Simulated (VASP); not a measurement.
# NbC2 (P-6m2) in VASP: single point with PBE

Aim: the single point of NbC2 with PBE.

Everything below comes from runs of VASP 6.6.1. Logs are shortened: lines on timing, memory, paths and dates and some standing lists are left out, and cuts for length are marked.

## 1. The cell of the first run

Symmetry: P-6m2, No. 187, hexagonal system. Conventional cell: a = 3.179 Å, b = 3.179 Å, c = 3.913 Å, α = 90.00°, β = 90.00°, γ = 120.00°. Nb (site symmetry -6m2) has 6 C at 2.25 Å within 3.0 Å. Within 1.8 Å of C (site symmetry 3m) lie 1 C at 1.32 Å.

## 2. Single point, PBE, collinear spin, ferromagnetic start

Input file INCAR:

```
SYSTEM = NbC2
ALGO = Normal
EDIFF = 1E-6
ENCUT = 600
GGA = PE
GGA_COMPAT = .FALSE.
ISIF = 2
ISMEAR = 0
ISPIN = 2
LASPH = .TRUE.
LCHARG = .FALSE.
LMAXMIX = 4
LORBIT = 11
LREAL = .FALSE.
LWAVE = .FALSE.
MAGMOM = 1 0 0
NBANDS = 22
NELM = 200
PREC = Accurate
SIGMA = 0.1
```

Input file KPOINTS:

```
k-points
0
G
  6 6 4
  0 0 0
```

Input file POSCAR:

```
NbC2
1.0
    3.1785924843      0.0000000000      0.0000000000
   -1.5892962422      2.7527418397      0.0000000000
    0.0000000000      0.0000000000      3.9134117940
Nb C
1 2
Direct
    0.0000000000      0.0000000000      0.0000000000
    0.3333333333      0.6666666667      0.3307150694
    0.3333333333      0.6666666667      0.6692849306
```

Potentials or basis: VASP PAW PBE potentials, release 64 (Nb_sv, C).

Command:

```bash
> cat potpaw_PBE.64/Nb_sv/POTCAR potpaw_PBE.64/C/POTCAR > POTCAR
> mpirun -np 1 vasp_std > vasp.out
```

OUTCAR:

```text
SYSTEM = NbC2
   EDIFF = 1E-6
   ENCUT = 600
   GGA = PE
   ISIF = 2
   ISMEAR = 0
   ISPIN = 2
   LASPH = .TRUE.
   LORBIT = 11
   LREAL = .FALSE.
   NELM = 200
   PREC = Accurate

 ion  position               nearest neighbor table
   1  0.000  0.000  0.000-   2 2.25   3 2.25   2 2.25   3 2.25   2 2.25   3 2.25
   2  0.333  0.667  0.331-   3 1.32   1 2.25   1 2.25   1 2.25
   3  0.333  0.667  0.669-   2 1.32   1 2.25   1 2.25   1 2.25

  LATTYP: Found a hexagonal cell.
 ALAT       =     3.1785924843
 C/A-ratio  =     1.2311775773

  Lattice vectors:

 A1 = (   3.1785924843,   0.0000000000,   0.0000000000)
 A2 = (  -1.5892962422,   2.7527418397,   0.0000000000)
 A3 = (   0.0000000000,   0.0000000000,   3.9134117940)

Analysis of symmetry for initial positions (statically):
=====================================================================
 Subroutine PRICEL returns:
 Original cell was already a primitive cell.

 Routine SETGRP: Setting up the symmetry group for a
 hexagonal supercell.

 Subroutine GETGRP returns: Found 12 space group operations
 (whereof 12 operations were pure point group operations)
 out of a pool of 24 trial point group operations.

The static configuration has the point symmetry D_3h.

Analysis of symmetry for dynamics (positions and initial velocities):
=====================================================================
 Subroutine PRICEL returns:
 Original cell was already a primitive cell.

 Routine SETGRP: Setting up the symmetry group for a
 hexagonal supercell.

 Subroutine GETGRP returns: Found 12 space group operations
 (whereof 12 operations were pure point group operations)
 out of a pool of 24 trial point group operations.

The dynamic configuration has the point symmetry D_3h.

Analysis of structural, dynamic, and magnetic symmetry:
=====================================================================
 Subroutine PRICEL returns:
 Original cell was already a primitive cell.

 Routine SETGRP: Setting up the symmetry group for a
 hexagonal supercell.

 Subroutine GETGRP returns: Found 12 space group operations
 (whereof 12 operations were pure point group operations)
 out of a pool of 24 trial point group operations.

The overall configuration has the point symmetry D_3h.

 Subroutine INISYM returns: Found 12 space group operations
 (whereof 12 operations are pure point group operations),
 and found     1 'primitive' translations

----------------------------------------------------------------------------------------

                                     Primitive cell

  volume of cell :      34.2417

  direct lattice vectors                    reciprocal lattice vectors
     3.178592484  0.000000000  0.000000000     0.314604658  0.181637084  0.000000000
    -1.589296242  2.752741840  0.000000000     0.000000000  0.363274167  0.000000000
     0.000000000  0.000000000  3.913411794     0.000000000  0.000000000  0.255531504

  length of vectors
     3.178592484  3.178592484  3.913411794     0.363274167  0.363274167  0.255531504

  position of ions in fractional coordinates (direct lattice)
     0.000000000  0.000000000  0.000000000
     0.333333333  0.666666667  0.330715069
     0.333333333  0.666666667  0.669284931

  ion indices of the primitive-cell ions
   primitive index   ion index
                 1           1
                 2           2
                 3           3

----------------------------------------------------------------------------------------

 KPOINTS: k-points

Automatic generation of k-mesh.
 Grid dimensions read from file:
 generate k-points for:    6    6    4

 Generating k-lattice:

  Cartesian coordinates                     Fractional coordinates (reciprocal lattice)
     0.052434110  0.030272847  0.000000000     0.166666667  0.000000000  0.000000000
     0.000000000  0.060545695  0.000000000     0.000000000  0.166666667  0.000000000
     0.000000000  0.000000000  0.063882876     0.000000000  0.000000000  0.250000000

  Length of vectors
     0.060545695  0.060545695  0.063882876

  Shift w.r.t. Gamma in fractional coordinates (k-lattice)
     0.000000000  0.000000000  0.000000000

 Subroutine IBZKPT returns following result:
 ===========================================

 Found     21 irreducible k-points:

 Following reciprocal coordinates:
            Coordinates               Weight
  0.000000  0.000000  0.000000      1.000000
  0.166667  0.000000  0.000000      6.000000
  0.333333  0.000000  0.000000      6.000000
  0.500000  0.000000  0.000000      3.000000
  0.166667  0.166667  0.000000      6.000000
  0.333333  0.166667  0.000000     12.000000
[... 13 lines left out ...]
  0.333333  0.166667  0.500000     12.000000
  0.333333  0.333333  0.500000      2.000000
   k-points           NKPTS =     21   k-points in BZ     NKDIM =     21   number of bands    NBANDS=     22
   number of dos      NEDOS =    301   number of ions     NIONS =      3
   total plane-waves  NPLWV =  25088
   dimension x,y,z NGX =    28 NGY =   28 NGZ =   32
   dimension x,y,z NGXF=    56 NGYF=   56 NGZF=   64
   ions per type =               1   2
   NGX,Y,Z   is equivalent  to a cutoff of  14.64, 14.64, 13.59 a.u.
   NGXF,Y,Z  is equivalent  to a cutoff of  29.29, 29.29, 27.19 a.u.
 SYSTEM =  NbC2
   PREC   = accura    normal or accurate (medium, high low for compatibility)
   ISTART =      0    job   : 0-new  1-cont  2-samecut
   ICHARG =      2    charge: 1-file 2-atom 10-const
   ISPIN  =      2    spin polarized calculation?
   LNONCOLLINEAR =      F non collinear calculations
   LSORBIT =      F    spin-orbit coupling
   LASPH  =      T    aspherical Exc in radial PAW
   ENCUT  =  600.0 eV  44.10 Ry    6.64 a.u.   6.35  6.35  7.82*2*pi/ulx,y,z
   NELM   =    200;   NELMIN=  2; NELMDL= -5     # of ELM steps
   EDIFF  = 0.1E-05   stopping-criterion for ELM
   LREAL  =      F    real-space projection
   EDIFFG = 0.1E-04   stopping-criterion for IOM
   NSW    =      0    number of steps for IOM
   IBRION =     -1    ionic relax: 0-MD 1-quasi-New 2-CG
   NFREE  =      0    steps in history (QN), initial steepest desc. (CG)
   ISIF   =      2    stress and relaxation
   ISYM   =      2    0-nonsym 1-usesym 2-fastsym
   POTIM  = 0.5000    time-step for ionic-motion
   TEBEG  =    0.0;   TEEND  =   0.0 temperature during run
   PSTRESS=    0.0 pullay stress
   NELECT =      21.0000    total number of electrons
   NUPDOWN=      -1.0000    fix difference up-down
   EMIN   =  10.00;   EMAX   =-10.00  energy-range for DOS
   EFERMI =   0.00;   METHOD = LEGACY
   ISMEAR =     0;   SIGMA  =   0.10  broadening in eV -4-tet -1-fermi 0-gaus
   EFERMI_NEDOS =   21; number of points for ismear=-14 and -15
   IALGO  =     38    algorithm
   IMIX   =      4    mixing-type and parameters
     AMIX     =   0.40;   BMIX     =  1.00
     AMIX_MAG =   1.60;   BMIX_MAG =  1.00
  volume/ion in A,a.u.               =      11.41        77.02
  Fermi-wavevector in a.u.,A,eV,Ry     =   1.390900  2.628420 26.321877  1.934603
  Thomas-Fermi vector in A             =   2.514791
   LORBIT       =     11    0 simple, 1 ext, 2 COOP (PROOUT), +10 PAW based schemes
   GGA     = PE    functional components
   LHFCALC =     F    Hartree Fock is set to
   AEXX    =    0.0000 exact exchange contribution
   IVDW    =     0    specifies the selected vdW correction
   LEPSILON=     F    determine dielectric tensor
   LRPA    =     F    only Hartree local field effects (RPA)
 spin polarized calculation
 Gauss-broadening in eV      SIGMA  =   0.10
  energy-cutoff  :      600.00
  volume of cell :       34.24
 maximum number of plane-waves:      1162
 NGX is ok and might be reduce to    28
   NGX = 13   NGY = 13   NGZ = 15

 number of electron      20.9999999 magnetization      -0.0000258

 number of electron      20.9999999 magnetization       0.0000128

 Free energy of the ion-electron system (eV)
  ---------------------------------------------------
  ext. energy  EPLUGINS =         0.00000000
  ---------------------------------------------------
  free energy    TOTEN  =       -27.44095950 eV

  energy without entropy =      -27.43273027  energy(sigma->0) =      -27.43684488

 E-fermi :   8.5606     XC(G=0): -11.8877

 val. band max:        8.5372081427   @ k =   0.0000   0.0000   0.5000
 cond. band min:       8.5616762866   @ k =   0.3333   0.0000   0.2500
 fundamental gap:      0.0244681439
 Fermi energy:         8.5606233328

 spin component 1

 k-point     1 :       0.0000    0.0000    0.0000
  band No.  band energies     occupation
      1     -46.5346      1.00000
      2     -22.7883      1.00000
      3     -22.2693      1.00000
      4     -22.2693      1.00000
      5      -6.7182      1.00000
      6       1.4194      1.00000
[... 14 lines left out ...]
     21      23.0321      0.00000
     22      26.7665      0.00000

 k-point     2 :       0.1667    0.0000    0.0000
  band No.  band energies     occupation
      1     -46.5185      1.00000
      2     -22.7625      1.00000
      3     -22.4228      1.00000
      4     -22.3032      1.00000
      5      -6.4274      1.00000
      6       1.8136      1.00000
[... 14 lines left out ...]
     21      23.5684      0.00000
     22      27.7482      0.00000

 k-point     3 :       0.3333    0.0000    0.0000
  band No.  band energies     occupation
      1     -46.4862      1.00000
      2     -22.7188      1.00000
      3     -22.7103      1.00000
      4     -22.3703      1.00000
      5      -5.7963      1.00000
      6       1.9211      1.00000
[... 14 lines left out ...]
     21      24.7761      0.00000
     22      26.7212      0.00000
[... 401 lines left out ...]
 k-point    20 :       0.3333    0.1667    0.5000
  band No.  band energies     occupation
      1     -46.4681      1.00000
      2     -22.7781      1.00000
      3     -22.7295      1.00000
      4     -22.4752      1.00000
      5      -5.5005      1.00000
      6       0.3461      1.00000
[... 14 lines left out ...]
     21      25.0739      0.00000
     22      27.8279      0.00000

 k-point    21 :       0.3333    0.3333    0.5000
  band No.  band energies     occupation
      1     -46.4600      1.00000
      2     -22.7142      1.00000
      3     -22.7107      1.00000
      4     -22.6343      1.00000
      5      -5.4264      1.00000
      6       0.5771      1.00000
[... 14 lines left out ...]
     21      25.3567      0.00000
     22      28.4973      0.00000
 Fermi energy:         8.5606233328

 spin component 2

 k-point     1 :       0.0000    0.0000    0.0000
  band No.  band energies     occupation
      1     -46.5346      1.00000
      2     -22.7883      1.00000
      3     -22.2692      1.00000
      4     -22.2692      1.00000
      5      -6.7182      1.00000
      6       1.4194      1.00000
[... 14 lines left out ...]
     21      23.0321      0.00000
     22      26.7665      0.00000

 k-point     2 :       0.1667    0.0000    0.0000
  band No.  band energies     occupation
      1     -46.5185      1.00000
      2     -22.7624      1.00000
      3     -22.4228      1.00000
      4     -22.3032      1.00000
      5      -6.4274      1.00000
      6       1.8135      1.00000
[... 14 lines left out ...]
     21      23.5684      0.00000
     22      27.7481      0.00000

 k-point     3 :       0.3333    0.0000    0.0000
  band No.  band energies     occupation
      1     -46.4861      1.00000
      2     -22.7188      1.00000
      3     -22.7103      1.00000
      4     -22.3703      1.00000
      5      -5.7963      1.00000
      6       1.9211      1.00000
[... 14 lines left out ...]
     21      24.7761      0.00000
     22      26.7231      0.00000
[... 401 lines left out ...]
 k-point    20 :       0.3333    0.1667    0.5000
  band No.  band energies     occupation
      1     -46.4681      1.00000
      2     -22.7781      1.00000
      3     -22.7295      1.00000
      4     -22.4752      1.00000
      5      -5.5004      1.00000
      6       0.3461      1.00000
[... 14 lines left out ...]
     21      25.0739      0.00000
     22      27.8279      0.00000

 k-point    21 :       0.3333    0.3333    0.5000
  band No.  band energies     occupation
      1     -46.4600      1.00000
      2     -22.7141      1.00000
      3     -22.7107      1.00000
      4     -22.6343      1.00000
      5      -5.4264      1.00000
      6       0.5771      1.00000
[... 14 lines left out ...]
     21      25.3566      0.00000
     22      28.4973      0.00000

------------------------ aborting loop because EDIFF is reached ----------------------------------------

  FORCE on cell =-STRESS in cart. coord.  units (eV):
  Direction    XX          YY          ZZ          XY          YZ          ZX
  --------------------------------------------------------------------------------------
  -------------------------------------------------------------------------------------
  Total       -0.1899371     -0.1899371      0.0023381      0.0000000     -0.0000000      0.0000000
  in kB       -8.8871922     -8.8871922      0.1093989      0.0000000     -0.0000000      0.0000000
  external PRESSURE =      -5.8883285 kB  Pullay stress =       0.0000000 kB

 VOLUME and BASIS-vectors are now :
 -----------------------------------------------------------------------------
  energy-cutoff  :      600.00
  volume of cell :       34.24
      direct lattice vectors                 reciprocal lattice vectors
     3.178592484  0.000000000  0.000000000     0.314604658  0.181637084  0.000000000
    -1.589296242  2.752741840  0.000000000     0.000000000  0.363274167  0.000000000
     0.000000000  0.000000000  3.913411794     0.000000000  0.000000000  0.255531504

 POSITION                                       TOTAL-FORCE (eV/Angst)
 -----------------------------------------------------------------------------------
      0.00000      0.00000      0.00000        -0.000000     -0.000000      0.000000
     -0.00000      1.83516      1.29422         0.000000     -0.000000      0.048522
     -0.00000      1.83516      2.61919        -0.000000      0.000000     -0.048522
 -----------------------------------------------------------------------------------
    total drift:                                0.000000     -0.000000     -0.000000

  FREE ENERGIE OF THE ION-ELECTRON SYSTEM (eV)
  ---------------------------------------------------
  free  energy   TOTEN  =       -27.4409594974 eV

  energy  without entropy=      -27.4327302675  energy(sigma->0) =      -27.43684488

 total charge

# of ion       s       p       d       tot
------------------------------------------
    1        2.165   6.048   2.395  10.607
    2        0.900   1.614   0.000   2.513
    3        0.900   1.614   0.000   2.513
--------------------------------------------------
tot          3.964   9.275   2.395  15.634

 magnetization (x)

# of ion       s       p       d       tot
------------------------------------------
    1       -0.000  -0.000  -0.000  -0.000
    2        0.000   0.000   0.000   0.000
    3        0.000   0.000   0.000   0.000
--------------------------------------------------
tot         -0.000   0.000  -0.000  -0.000
```

Run time: 20 s. Hardware: 1 thread of Intel Xeon 6975P-C (Granite Rapids), shared host; peak memory 0.19 GiB.

Results:

```
Free energy                                           : -27.4410 eV
Pressure                                              : -0.6 GPa
Largest force                                         : 0.049 eV/Å
Net moment                                            : 0.00 μB per cell
Valence electrons inside the program's atomic spheres : Nb 10.61; C 2.51
```

Forces in eV/Å, atoms in the order of the input:
```
Nb   0.000  0.000  0.000
C    0.000  0.000  0.049
C    0.000  0.000 -0.049
```

Levels at points of the mesh, in eV from the Fermi level:
Spin up:
```
           k point  band 8  band 9  band 10  band 11  band 12  band 13
(0.00, 0.00, 0.00)   -3.65   -3.65     0.23     0.37     0.37     2.74
(0.50, 0.00, 0.00)   -5.58   -2.79    -1.06    -0.50     0.67     3.52
(0.00, 0.00, 0.50)   -2.83   -1.76    -1.63    -1.63    -0.02     2.90
(0.50, 0.00, 0.50)   -4.25   -2.94    -2.01     0.84     1.93     4.41
```
Spin down:
```
           k point  band 6  band 7  band 8  band 9  band 10  band 11  band 12  band 13  band 14  band 15
(0.00, 0.00, 0.00)   -7.14   -5.52   -3.65   -3.65     0.23     0.37     0.37     2.74     2.74     5.73
(0.50, 0.00, 0.00)   -6.94   -6.75   -5.58   -2.79    -1.06    -0.50     0.67     3.52     3.58     7.41
(0.00, 0.00, 0.50)   -9.93   -2.83   -2.83   -1.76    -1.63    -1.63    -0.02     2.90     2.90     7.09
(0.50, 0.00, 0.50)   -8.30   -5.72   -4.25   -2.94    -2.01     0.84     1.93     4.41     4.71     4.94
```

Caveat: the k points lie up to 0.40 Å⁻¹ apart.
